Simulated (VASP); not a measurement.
Crystal: HfC.

```
Hf C
1.0
     0.00000    2.32500    2.32500
     2.32500    0.00000    2.32500
     2.32500    2.32500    0.00000
Hf C
1 1
Direct
  0.50000 0.50000 0.50000
  0.00000 0.00000 0.00000
```

| Property | Result |
| --- | --- |
| Program | VASP 6.6.1 |
| Task | relaxation of cell and atoms |
| Functional | BLYP |
| Dispersion | D3(BJ) |
| Potentials or basis | VASP PAW PBE potentials, release 64 (Hf_pv, C) |
| Cutoff | 600 eV |
| k mesh | 10 × 10 × 10 |
| Occupations | fermi-dirac, width 0.05 eV |
| Spin | no spin polarisation |

At the start: pressure -3.9 GPa; volume 12.57 Å³/atom.

Problem. How do energy, volume and symmetry change on relaxing?

Solution. Over 3 steps the energy falls by 2.5 meV/atom and the volume is 12.37 Å³/atom (-1.6 %); space group Fm-3m (No. 225, to 0.05 Å).

Step by step:
```csv
step,energy change (eV),largest force (eV/Å),pressure (GPa),volume (Å³)
1,0.0000,0.0000,-3.89,25.14
2,0.0102,0.0000,7.30,24.04
3,-0.0050,0.0000,-0.04,24.73
```

Final structure:
```
Hf C
1.0
     0.00000    2.31243    2.31243
     2.31243    0.00000    2.31243
     2.31243    2.31243    0.00000
Hf C
1 1
Direct
  0.50000 0.50000 0.50000
  0.00000 0.00000 0.00000
```

Caveat: the PAW data sets were made with another functional, which shifts forces and pressure a little; pairwise dispersion overbinds metals, which lowers pressure and volume.
